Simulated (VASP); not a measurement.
Runs of VASP 6.6.1 on Ga5N. The structure is that of space group F-43m (No. 216), or close to it. The cells are those of the table. 

```csv
task,spin,cell,k mesh,cutoff (eV),gap on the mesh (eV),pressure (GPa),moment (μB),relaxed volume (Å³/atom),largest force (eV/Å)
relaxation of cell and atoms,off,"relaxed from a = 5.184 Å, angles 60.0°, 6 atoms",4 × 4 × 4,600,none,0.1,-,23.63,0.02
relaxation of cell and atoms,off,"relaxed from a = 5.858 Å, angles 60.0°, 6 atoms",8 × 8 × 8,600,none,-0.1,-,(a),0.01
single point,off,"a = 5.852 Å, angles 60.0°, 6 atoms",8 × 8 × 8,520,none,0.1,-,-,0.01
single point,"collinear, ferromagnetic start","a = 5.184 Å, angles 60.0°, 6 atoms",4 × 4 × 4,520,none,58.2,0.00,-,16.77
single point,"collinear, ferromagnetic start","a = 5.858 Å, angles 60.0°, 6 atoms",4 × 4 × 4,520,none,0.1,0.00,-,-
```

Alike in all rows: level PBE; potentials or basis VASP PAW PBE potentials, release 64 (Ga_d, N); smearing gaussian 0.1 eV.

Estimate the missing entries.

(a) 23.65.

Caveats: some runs use coarse meshes; the volume moved by over 15 % at a fixed basis, so the end points are rough (some runs); forces of over 1 eV/Å act on the atoms, so gaps and moduli don't describe the material at rest (some runs).

A k mesh can miss the band edges, and the runs leave out spin-orbit coupling on Ga.

A gap of «none» marks levels without a gap at the run's occupations.
